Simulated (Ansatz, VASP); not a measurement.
## Two plane-wave programs on Ni

POSCAR

```
Ni
1.0
    0.0000000000      2.7652746278      0.0000000000
    2.7652746278      0.0000000000      0.0000000000
    2.7652746278      2.7652746278     -2.7652746278
Ni
2
Direct
    0.0000000000      0.0000000000      0.0000000000
    0.0000000000      0.0000000000      0.5000000000
```

File INCAR.step1:

```
SYSTEM = Ni
ALGO = Normal
EDIFF = 1E-4
ENCUT = 520
GGA = PE
ISMEAR = 0
ISPIN = 2
LASPH = .TRUE.
LCHARG = .FALSE.
LMAXMIX = 4
LREAL = .FALSE.
LWAVE = .TRUE.
MAGMOM = 0.8 -0.8
NBANDS = 21
NELM = 150
PREC = Accurate
SIGMA = 0.05
```

File INCAR.step2:

```
SYSTEM = Ni
ALGO = Normal
EDIFF = 1E-6
ENCUT = 520
ISIF = 2
ISMEAR = 0
ISPIN = 2
ISTART = 1
LASPH = .TRUE.
LCHARG = .FALSE.
LMAXMIX = 4
LMIXTAU = .TRUE.
LORBIT = 11
LREAL = .FALSE.
LWAVE = .FALSE.
MAGMOM = 0.8 -0.8
METAGGA = R2SCAN
NBANDS = 21
NELM = 150
PREC = Accurate
SIGMA = 0.05
```

File KPOINTS:

```
k-points
0
G
  20 20 10
  0 0 0
```

Input for Ansatz:

```yaml
crystal:
  lattice:
    - [0.0, 2.7652746278, 0.0]
    - [2.7652746278, 0.0, 0.0]
    - [2.7652746278, 2.7652746278, -2.7652746278]
  atoms:
    - { symbol: Ni, position: [0.0, 0.0, 0.0], spin: 0.8 }
    - { symbol: Ni, position: [0.0, 0.0, 0.5], spin: -0.8 }
basis:
  ecutwfc: 500
  ecutrho_ratio: 4
kpoints:
  mp_grid: { grid: [20, 20, 10] }
hamiltonian:
  xc: r2scan
scf:
  occupations: { method: gaussian, width: 0.05 }
output:
  forces: true
  stress: true
  eigenvalues: true
  populations: true
magnetization:
  spin_polarized: true
```

Alike in both runs: task single point; functional r2SCAN; k mesh 20 × 20 × 10; occupations gaussian, width 0.05 eV; collinear spin.

```csv
,VASP,Ansatz
version,VASP 6.6.1,Ansatz 0.2.0
potentials or method,"VASP PAW PBE potentials, release 64 (Ni), cutoff 520 eV","scalar-relativistic, plane waves, PAW"
valence electrons in the cell,20,36
```

```csv
,VASP,Ansatz,Ansatz less VASP
gap on the k mesh at the Fermi level (eV),none,none,-
pressure (GPa),-2.4,0.0,+2.34
net moment per atom (μB),0.00,0.62,+0.624
size of the moment on the site where the two differ most (μB),0.00,0.68,+0.680
```

The net moments are unlike, so the other rows may belong to different states. VASP's potentials were made for PBE, not for r2SCAN. Site moments also hang on the region over which each program counts them. A gap of «none» marks a metal or a gap that the smearing closes. VASP's potentials hold 20 valence electrons a cell and Ansatz's 36, so a difference there can come from the potentials and not from the codes. Ansatz's warnings: seeded moment not kept.
